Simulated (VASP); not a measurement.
# KBr (Pm-3m) in VASP: notebook

Runs on KBr. Level: LDA. Tasks: single point.

Everything below comes from runs of VASP 6.6.1. Logs are shortened: lines on timing, memory, paths and dates and some standing lists are left out, and cuts for length are marked.

## (1) The cell of the first run

It takes space group Pm-3m (No. 221, cubic). The conventional cell has a = 4.043 Å, b = 4.043 Å, c = 4.043 Å, α = 90.00°, β = 90.00°, γ = 90.00°. K (site symmetry m-3m) has 8 Br at 3.50 Å and 6 K at 4.04 Å within 4.6 Å. Within 4.6 Å of Br (site symmetry m-3m) lie 8 K at 3.50 Å and 6 Br at 4.04 Å.

## (2) Single point, LDA

INCAR

```
ALGO     = Normal         # electronic algorithm
EDIFF    = 1E-6           # SCF threshold, eV
ENCUT    = 400            # plane-wave cutoff, eV
GGA_COMPAT= False        
ISIF     = 2              # what is computed and relaxed
ISMEAR   = -1             # smearing method
LASPH    = True           # aspherical terms in the spheres
LCHARG   = False          # write CHGCAR
LREAL    = False          # projectors in reciprocal space
LWAVE    = False          # write WAVECAR
NBANDS   = 15             # bands
NELM     = 120            # most SCF steps
PREC     = Accurate       # precision mode
SIGMA    = 0.02           # smearing width, eV
```

KPOINTS

```
k-points
0
Gamma
  6 6 6
```

POSCAR

```
KBr
1.0
    4.0434990000      0.0000000000      0.0000000000
    0.0000000000      4.0434990000      0.0000000000
    0.0000000000      0.0000000000      4.0434990000
K Br
1 1
Direct
    0.0000000000      0.0000000000      0.0000000000
    0.4999998763      0.4999998763      0.4999998763
```

Potentials or basis: VASP PAW LDA potentials, release 64 (K_sv, Br).

Launch:

```
> cat potpaw_LDA.64/K_sv/POTCAR potpaw_LDA.64/Br/POTCAR > POTCAR
> mpirun -np 1 vasp_std > vasp.out
```

OUTCAR:

```text
EDIFF = 1E-6
   ENCUT = 400
   ISIF = 2
   ISMEAR = -1
   LASPH = True
   LREAL = False
   NELM = 120
   PREC = Accurate

 ion  position               nearest neighbor table
   1  0.000  0.000  0.000-
   2  0.500  0.500  0.500-

  LATTYP: Found a simple cubic cell.
 ALAT       =     4.0434990000

  Lattice vectors:

 A1 = (   4.0434990000,   0.0000000000,   0.0000000000)
 A2 = (   0.0000000000,   4.0434990000,   0.0000000000)
 A3 = (   0.0000000000,   0.0000000000,   4.0434990000)

Analysis of symmetry for initial positions (statically):
=====================================================================
 Subroutine PRICEL returns:
 Original cell was already a primitive cell.

 Routine SETGRP: Setting up the symmetry group for a
 simple cubic supercell.

 Subroutine GETGRP returns: Found 48 space group operations
 (whereof 48 operations were pure point group operations)
 out of a pool of 48 trial point group operations.

The static configuration has the point symmetry O_h .

Analysis of symmetry for dynamics (positions and initial velocities):
=====================================================================
 Subroutine PRICEL returns:
 Original cell was already a primitive cell.

 Routine SETGRP: Setting up the symmetry group for a
 simple cubic supercell.

 Subroutine GETGRP returns: Found 48 space group operations
 (whereof 48 operations were pure point group operations)
 out of a pool of 48 trial point group operations.

The dynamic configuration has the point symmetry O_h .

 Subroutine INISYM returns: Found 48 space group operations
 (whereof 48 operations are pure point group operations),
 and found     1 'primitive' translations

----------------------------------------------------------------------------------------

                                     Primitive cell

  volume of cell :      66.1107

  direct lattice vectors                    reciprocal lattice vectors
     4.043499000  0.000000000  0.000000000     0.247310559  0.000000000  0.000000000
     0.000000000  4.043499000  0.000000000     0.000000000  0.247310559  0.000000000
     0.000000000  0.000000000  4.043499000     0.000000000  0.000000000  0.247310559

  length of vectors
     4.043499000  4.043499000  4.043499000     0.247310559  0.247310559  0.247310559

  position of ions in fractional coordinates (direct lattice)
     0.000000000  0.000000000  0.000000000
     0.499999876  0.499999876  0.499999876

  ion indices of the primitive-cell ions
   primitive index   ion index
                 1           1
                 2           2

----------------------------------------------------------------------------------------

 KPOINTS: k-points

Automatic generation of k-mesh.
 Grid dimensions read from file:
 generate k-points for:    6    6    6

 Generating k-lattice:

  Cartesian coordinates                     Fractional coordinates (reciprocal lattice)
     0.041218427  0.000000000  0.000000000     0.166666667  0.000000000  0.000000000
     0.000000000  0.041218427  0.000000000     0.000000000  0.166666667  0.000000000
     0.000000000  0.000000000  0.041218427     0.000000000  0.000000000  0.166666667

  Length of vectors
     0.041218427  0.041218427  0.041218427

  Shift w.r.t. Gamma in fractional coordinates (k-lattice)
     0.000000000  0.000000000  0.000000000

 Subroutine IBZKPT returns following result:
 ===========================================

 Found     20 irreducible k-points:

 Following reciprocal coordinates:
            Coordinates               Weight
  0.000000  0.000000  0.000000      1.000000
  0.166667  0.000000  0.000000      6.000000
  0.333333  0.000000  0.000000      6.000000
  0.500000  0.000000  0.000000      3.000000
  0.166667  0.166667  0.000000     12.000000
  0.333333  0.166667  0.000000     24.000000
[... 12 lines left out ...]
  0.500000  0.500000  0.333333      6.000000
  0.500000  0.500000  0.500000      1.000000
   k-points           NKPTS =     20   k-points in BZ     NKDIM =     20   number of bands    NBANDS=     15
   number of dos      NEDOS =    301   number of ions     NIONS =      2
   total plane-waves  NPLWV =  21952
   dimension x,y,z NGX =    28 NGY =   28 NGZ =   28
   dimension x,y,z NGXF=    56 NGYF=   56 NGZF=   56
   ions per type =               1   1
   NGX,Y,Z   is equivalent  to a cutoff of  11.51, 11.51, 11.51 a.u.
   NGXF,Y,Z  is equivalent  to a cutoff of  23.02, 23.02, 23.02 a.u.
 SYSTEM =  unknown system
   PREC   = accura    normal or accurate (medium, high low for compatibility)
   ISTART =      0    job   : 0-new  1-cont  2-samecut
   ICHARG =      2    charge: 1-file 2-atom 10-const
   ISPIN  =      1    spin polarized calculation?
   LNONCOLLINEAR =      F non collinear calculations
   LSORBIT =      F    spin-orbit coupling
   LASPH  =      T    aspherical Exc in radial PAW
   ENCUT  =  400.0 eV  29.40 Ry    5.42 a.u.   6.59  6.59  6.59*2*pi/ulx,y,z
   NELM   =    120;   NELMIN=  2; NELMDL= -5     # of ELM steps
   EDIFF  = 0.1E-05   stopping-criterion for ELM
   LREAL  =      F    real-space projection
   EDIFFG = 0.1E-04   stopping-criterion for IOM
   NSW    =      0    number of steps for IOM
   IBRION =     -1    ionic relax: 0-MD 1-quasi-New 2-CG
   NFREE  =      0    steps in history (QN), initial steepest desc. (CG)
   ISIF   =      2    stress and relaxation
   ISYM   =      2    0-nonsym 1-usesym 2-fastsym
   POTIM  = 0.5000    time-step for ionic-motion
   TEBEG  =    0.0;   TEEND  =   0.0 temperature during run
   PSTRESS=    0.0 pullay stress
   NELECT =      16.0000    total number of electrons
   NUPDOWN=      -1.0000    fix difference up-down
   EMIN   =  10.00;   EMAX   =-10.00  energy-range for DOS
   EFERMI =   0.00;   METHOD = LEGACY
   ISMEAR =    -1;   SIGMA  =   0.02  broadening in eV -4-tet -1-fermi 0-gaus
   EFERMI_NEDOS =   21; number of points for ismear=-14 and -15
   IALGO  =     38    algorithm
   IMIX   =      4    mixing-type and parameters
     AMIX     =   0.40;   BMIX     =  1.00
     AMIX_MAG =   1.60;   BMIX_MAG =  1.00
  volume/ion in A,a.u.               =      33.06       223.07
  Fermi-wavevector in a.u.,A,eV,Ry     =   1.020213  1.927923 14.161412  1.040834
  Thomas-Fermi vector in A             =   2.153770
   LORBIT       =      0    0 simple, 1 ext, 2 COOP (PROOUT), +10 PAW based schemes
   GGA     = CA    functional components
   LHFCALC =     F    Hartree Fock is set to
   AEXX    =    0.0000 exact exchange contribution
   IVDW    =     0    specifies the selected vdW correction
   LEPSILON=     F    determine dielectric tensor
   LRPA    =     F    only Hartree local field effects (RPA)
 non-spin polarized calculation
  energy-cutoff  :      400.00
  volume of cell :       66.11
 maximum number of plane-waves:      1222
 NGX is ok and might be reduce to    28
   NGX = 13   NGY = 13   NGZ = 13

 number of electron      16.0000001 magnetization

 Free energy of the ion-electron system (eV)
  ---------------------------------------------------
  ext. energy  EPLUGINS =         0.00000000
  ---------------------------------------------------
  free energy    TOTEN  =        -6.68433117 eV

  energy without entropy =       -6.68433117  energy(sigma->0) =       -6.68433117

 E-fermi :  -0.4821     XC(G=0):  -8.3171

 val. band max:       -0.9260804891   @ k =   0.5000   0.5000   0.0000
 cond. band min:       2.5541613590   @ k =   0.0000   0.0000   0.0000
 fundamental gap:      3.4802418481
 Fermi energy:        -0.4821145200

 k-point     1 :       0.0000    0.0000    0.0000
  band No.  band energies     occupation
      1     -29.1993      2.00000
      2     -13.7366      2.00000
      3     -12.8566      2.00000
      4     -12.8566      2.00000
      5     -12.8566      2.00000
      6      -1.1951      2.00000
      7      -1.1951      2.00000
      8      -1.1951      2.00000
      9       2.5542      0.00000
     10       4.6529      0.00000
     11       4.6529      0.00000
     12       8.5830      0.00000
     13       8.5830      0.00000
     14       8.5830      0.00000
     15      11.2914      0.00000

 k-point     2 :       0.1667    0.0000    0.0000
  band No.  band energies     occupation
      1     -29.1965      2.00000
      2     -13.7718      2.00000
      3     -12.8514      2.00000
      4     -12.8514      2.00000
      5     -12.8184      2.00000
      6      -1.7702      2.00000
      7      -1.1887      2.00000
      8      -1.1887      2.00000
      9       3.1972      0.00000
     10       4.8640      0.00000
     11       5.2135      0.00000
     12       8.4919      0.00000
     13       8.4919      0.00000
     14       8.6968      0.00000
     15      10.2865      0.00000

 k-point     3 :       0.3333    0.0000    0.0000
  band No.  band energies     occupation
      1     -29.1910      2.00000
      2     -13.8413      2.00000
      3     -12.8409      2.00000
      4     -12.8409      2.00000
      5     -12.7394      2.00000
      6      -2.6092      2.00000
      7      -1.1763      2.00000
      8      -1.1763      2.00000
      9       4.3920      0.00000
     10       5.4487      0.00000
     11       6.2404      0.00000
     12       8.4460      0.00000
     13       8.4460      0.00000
     14       8.6837      0.00000
     15       8.9582      0.00000
[... 271 lines left out ...]
 k-point    19 :       0.5000    0.5000    0.3333
  band No.  band energies     occupation
      1     -29.1704      2.00000
      2     -13.3980      2.00000
      3     -12.9831      2.00000
      4     -12.9831      2.00000
      5     -12.9363      2.00000
      6      -2.3795      2.00000
      7      -2.3795      2.00000
      8      -2.0877      2.00000
      9       5.4128      0.00000
     10       6.3260      0.00000
     11       6.3260      0.00000
     12       7.5679      0.00000
     13       8.4472      0.00000
     14       8.4472      0.00000
     15      10.1002      0.00000

 k-point    20 :       0.5000    0.5000    0.5000
  band No.  band energies     occupation
      1     -29.1679      2.00000
      2     -13.3662      2.00000
      3     -12.9743      2.00000
      4     -12.9743      2.00000
      5     -12.9743      2.00000
      6      -2.3904      2.00000
      7      -2.3904      2.00000
      8      -2.3904      2.00000
      9       6.1777      0.00000
     10       6.1777      0.00000
     11       6.1777      0.00000
     12       8.2675      0.00000
     13       8.2675      0.00000
     14       8.2675      0.00000
     15      10.1305      0.00000

------------------------ aborting loop because EDIFF is reached ----------------------------------------

  FORCE on cell =-STRESS in cart. coord.  units (eV):
  Direction    XX          YY          ZZ          XY          YZ          ZX
  --------------------------------------------------------------------------------------
  -------------------------------------------------------------------------------------
  Total       -1.1067796     -1.1067796     -1.1067796     -0.0000000      0.0000000     -0.0000000
  in kB      -26.8225276    -26.8225276    -26.8225276     -0.0000000      0.0000000     -0.0000000
  external PRESSURE =     -26.8225276 kB  Pullay stress =       0.0000000 kB

 VOLUME and BASIS-vectors are now :
 -----------------------------------------------------------------------------
  energy-cutoff  :      400.00
  volume of cell :       66.11
      direct lattice vectors                 reciprocal lattice vectors
     4.043499000  0.000000000  0.000000000     0.247310559  0.000000000  0.000000000
     0.000000000  4.043499000  0.000000000     0.000000000  0.247310559  0.000000000
     0.000000000  0.000000000  4.043499000     0.000000000  0.000000000  0.247310559

 POSITION                                       TOTAL-FORCE (eV/Angst)
 -----------------------------------------------------------------------------------
      0.00000      0.00000      0.00000         0.000000      0.000000      0.000000
      2.02175      2.02175      2.02175         0.000000      0.000000      0.000000
 -----------------------------------------------------------------------------------
    total drift:                                0.000336      0.000336      0.000336

  FREE ENERGIE OF THE ION-ELECTRON SYSTEM (eV)
  ---------------------------------------------------
  free  energy   TOTEN  =        -6.6843311738 eV

  energy  without entropy=       -6.6843311738  energy(sigma->0) =       -6.68433117
```

Wall time 20 s (1 thread of Intel Xeon 8259CL, shared host); peak memory 0.14 GiB.

What came out:

```
Free energy            : -6.6843 eV
Pressure               : -2.7 GPa
Band gap on the k mesh : 3.48 eV, indirect (least direct gap 3.75 eV)
```

Levels at points of the mesh, in eV from the valence-band top:
| k point | band 4 | band 5 | band 6 | band 7 | band 8 | band 9 | band 10 | band 11 | band 12 | band 13 |
| --- | --- | --- | --- | --- | --- | --- | --- | --- | --- | --- |
| (0.00, 0.00, 0.00) | -11.93 | -11.93 | -0.27 | -0.27 | -0.27 | 3.48 | 5.58 | 5.58 | 9.51 | 9.51 |
| (0.50, 0.00, 0.00) | -11.91 | -11.77 | -2.02 | -0.24 | -0.24 | 6.15 | 6.89 | 7.35 | 8.71 | 9.47 |
| (0.50, 0.50, 0.00) | -12.08 | -11.89 | -1.42 | -1.42 | 0.00 | 4.90 | 6.23 | 7.85 | 7.85 | 9.91 |
| (0.50, 0.50, 0.50) | -12.05 | -12.05 | -1.46 | -1.46 | -1.46 | 7.10 | 7.10 | 7.10 | 9.19 | 9.19 |

A k mesh can miss the band edges. As with any semilocal functional, this LDA gap is likely too small.

## (3) Single point, LDA

INCAR

```
SYSTEM = KBr
PREC = Accurate
ENCUT = 400
EDIFF = 1E-6
ISMEAR = -1
SIGMA = 0.02
LREAL = .False.
LASPH = .True.
NELM = 120
ALGO = Normal
ISIF = 2
LWAVE = .False.
LCHARG = .True.
LELF = .True.
LVHAR = .True.
NBANDS = 15
GGA_COMPAT = .False.
```

KPOINTS

```
regular mesh
0
Gamma
  6 6 6
  0 0 0
```

POSCAR: that of step 2 with these lines changed.

```diff
@@ -8,3 +8,3 @@
 Direct
-    0.0000000000      0.0000000000      0.0000000000
+    1.0000000000      0.0000000000      0.0000000000
     0.4999998763      0.4999998763      0.4999998763
```

Potentials or basis: VASP PAW LDA potentials, release 64 (K_sv, Br).

Launch:

```
> cat potpaw_LDA.64/K_sv/POTCAR potpaw_LDA.64/Br/POTCAR > POTCAR
> mpirun -np 1 vasp_std > vasp.out
```

Run time: 22 s. Hardware: 1 thread of Intel Xeon 8259CL, shared host; peak memory 0.14 GiB.

Results (log left out):

```
Free energy            : -6.6843 eV
Pressure               : -2.7 GPa
Band gap on the k mesh : 3.48 eV, indirect (least direct gap 3.75 eV)
```

Levels at points of the mesh, in eV from the valence-band top:
| k point | band 6 | band 7 | band 8 | band 9 | band 10 | band 11 |
| --- | --- | --- | --- | --- | --- | --- |
| (0.00, 0.00, 0.00) | -0.27 | -0.27 | -0.27 | 3.48 | 5.58 | 5.58 |
| (0.50, 0.00, 0.00) | -2.02 | -0.24 | -0.24 | 6.15 | 6.89 | 7.35 |
| (0.50, 0.50, 0.00) | -1.42 | -1.42 | 0.00 | 4.90 | 6.23 | 7.85 |
| (0.50, 0.50, 0.50) | -1.46 | -1.46 | -1.46 | 7.10 | 7.10 | 7.10 |

A k mesh can miss the band edges.
